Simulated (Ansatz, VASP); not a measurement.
# Two plane-wave programs on Mo

INCAR

```
SYSTEM = Mo
PREC = Accurate ; ENCUT = 520
EDIFF = 1E-6 ; ISMEAR = -1
SIGMA = 0.1 ; LREAL = .FALSE.
LASPH = .TRUE. ; NELM = 100
ALGO = Normal ; ISIF = 2
LWAVE = .FALSE. ; LCHARG = .FALSE.
GGA = B5 ; ALDAX = 1.0
AGGAX = 1.0 ; AGGAC = 1.0
ALDAC = 0.0 ; NBANDS = 21
```

The input KPOINTS:

```
regular mesh
0
G
  11 11 11
  0 0 0
```

The input POSCAR:

```
Mo
1.0
    0.0000000000      2.7741358813      2.7741358813
    2.7741358813      0.0000000000      2.7741358813
    2.7741358813      2.7741358813      0.0000000000
Mo
2
Direct
    0.1250000000      0.1250000000      0.1250000000
    0.8750000000      0.8750000000      0.8750000000
```

Input for Ansatz:

```yaml
crystal:
  lattice:
    - [0.0, 2.7741358813, 2.7741358813]
    - [2.7741358813, 0.0, 2.7741358813]
    - [2.7741358813, 2.7741358813, 0.0]
  atoms:
    - { symbol: Mo, position: [0.125, 0.125, 0.125] }
    - { symbol: Mo, position: [0.875, 0.875, 0.875] }
hamiltonian:
  xc: blyp
  pseudopotentials:
    kind: paw
    azcp:
      Mo: "pseudopotentials/Mo.paw.azcp"
basis:
  ecutwfc: 420
  fft_grid_basis: typed
kpoints:
  mp_grid: { grid: [11, 11, 11], shift: [0, 0, 0] }
magnetization:
  spin_polarized: false
scf:
  occupations: { method: fermi_dirac, width: 0.1 }
  lower_state_search: "off"
output:
  stress: true
```

Alike in both runs: task single point; functional BLYP; k mesh 11 × 11 × 11; occupations fermi-dirac, width 0.1 eV; no spin polarisation.

|  | VASP | Ansatz |
| --- | --- | --- |
| version | VASP 6.6.1 | Ansatz 0.2.0 |
| potentials or method | VASP PAW PBE potentials, release 64 (Mo_sv), cutoff 520 eV | plane waves (420 eV) with PAW, scalar-relativistic |
| valence electrons in the cell | 28 | 28 |

|  | VASP | Ansatz | Ansatz less VASP |
| --- | --- | --- | --- |
| pressure (GPa) | 16.5 | 15.7 | -0.83 |

VASP's potentials were made for PBE, not for BLYP. With one functional, cell and mesh, what is left measures potentials, basis and numerics.
